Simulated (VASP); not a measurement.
Wanted: the native input for a VASP 6.6.1 run.

```
Task                   : single point
Functional             : LDA
Potentials or basis    : VASP PAW LDA potentials, release 64 (Pt)
Cutoff                 : 520 eV
k mesh                 : 10 × 10 × 10
Occupations            : gaussian, width 0.1 eV
Spin                   : no spin polarisation
Dipole correction      : no
Further INCAR settings : ALGO = Normal; EDIFF = 1e-07; NBANDS = 11
```

The structure of Pt lies in POSCAR:

```
Pt
1.0
    0.0000000000      1.9471727654      1.9471727654
    1.9471727654      0.0000000000      1.9471727654
    1.9471727654      1.9471727654      0.0000000000
Pt
1
Direct
    0.0000000000      0.0000000000      0.0000000000
```

One way to write it, as run:

INCAR

```
PREC = Accurate
ENCUT = 520
EDIFF = 1E-7
ISMEAR = 0
SIGMA = 0.1
LREAL = False
LASPH = True
NELM = 100
ALGO = Normal
ISIF = 2
LWAVE = False
LCHARG = False
NBANDS = 11
```

KPOINTS

```
Automatic mesh
0
Gamma
  10 10 10
```

Potentials or basis: VASP PAW LDA potentials, release 64 (Pt).

Command:

```console
$ cat potpaw_LDA.64/Pt/POTCAR > POTCAR
$ mpirun -np 1 vasp_std > vasp.out
```

Results of the run:

* Pressure: 0.8 GPa
* Band gap on the k mesh: zero (bands 5 and 6 overlap by 2.28 eV)

Caveat: spin-orbit coupling is left out, which moves the levels of the heavy elements.

Wall time 9.8 s on 1 thread of Intel Xeon 8259CL (shared host), peak memory 0.12 GiB.
